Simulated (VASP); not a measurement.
Crystal: In2O3.

```
In O
1.0
     2.74350    1.58396    4.83667
    -2.74350    1.58396    4.83667
     0.00000   -3.16792    4.83667
In O
4 6
Direct
  0.85731 0.85731 0.85731
  0.64269 0.64269 0.64269
  0.14269 0.14269 0.14269
  0.35731 0.35731 0.35731
  0.04800 0.75000 0.45200
  0.75000 0.45200 0.04800
  0.45200 0.04800 0.75000
  0.95200 0.25000 0.54800
  0.25000 0.54800 0.95200
  0.54800 0.95200 0.25000
```

```yaml
Program: VASP 6.6.1
Task: relaxation of cell and atoms
Functional: PBE
Dispersion: D4
Potentials_or_basis: VASP PAW PBE potentials, release 64 (In_d, O)
Cutoff: 600 eV
k_mesh: 6 × 6 × 6
Occupations: fermi-dirac, width 0.05 eV
Spin: no spin polarisation
```

At the start: pressure 5.4 GPa; volume 12.61 Å³/atom.

**Question.** How do energy, volume and symmetry change on relaxing?

**Answer.** Over 9 steps the energy falls by 6.8 meV/atom and the volume is 12.99 Å³/atom (+3.0 %); space group R-3c (No. 167, to 0.1 Å) before and after.

The path:
| step | energy change (eV) | largest force (eV/Å) | pressure (GPa) | volume (Å³) |
| --- | --- | --- | --- | --- |
| 1 | 0.0000 | 0.1220 | 5.38 | 126.11 |
| 2 | -0.0076 | 0.0168 | -4.60 | 134.00 |
| 3 | -0.0666 | 0.0629 | -0.08 | 130.08 |
| 4 | -0.0666 | 0.0639 | 0.02 | 130.00 |
| 5 | -0.0674 | 0.0289 | 0.06 | 129.96 |
| 6 | -0.0676 | 0.0401 | 0.09 | 129.92 |
| 7 | -0.0678 | 0.0159 | -0.10 | 130.05 |
| 8 | -0.0678 | 0.0142 | -0.11 | 130.06 |
| 9 | -0.0678 | 0.0021 | 0.04 | 129.93 |

Final structure:
```cif
data_structure
_symmetry_space_group_name_H-M 'P 1'
_symmetry_Int_Tables_number 1
_cell_length_a 5.8316
_cell_length_b 5.8316
_cell_length_c 5.8316
_cell_angle_alpha 56.818
_cell_angle_beta 56.818
_cell_angle_gamma 56.818
_cell_volume 129.93
loop_
_atom_site_label
_atom_site_type_symbol
_atom_site_fract_x
_atom_site_fract_y
_atom_site_fract_z
_atom_site_occupancy
In1 In 0.85766 0.85766 0.85766 1
In2 In 0.64234 0.64234 0.64234 1
In3 In 0.14234 0.14234 0.14234 1
In4 In 0.35766 0.35766 0.35766 1
O1 O 0.04634 0.75000 0.45366 1
O2 O 0.75000 0.45366 0.04634 1
O3 O 0.45366 0.04634 0.75000 1
O4 O 0.95366 0.25000 0.54634 1
O5 O 0.25000 0.54634 0.95366 1
O6 O 0.54634 0.95366 0.25000 1
```
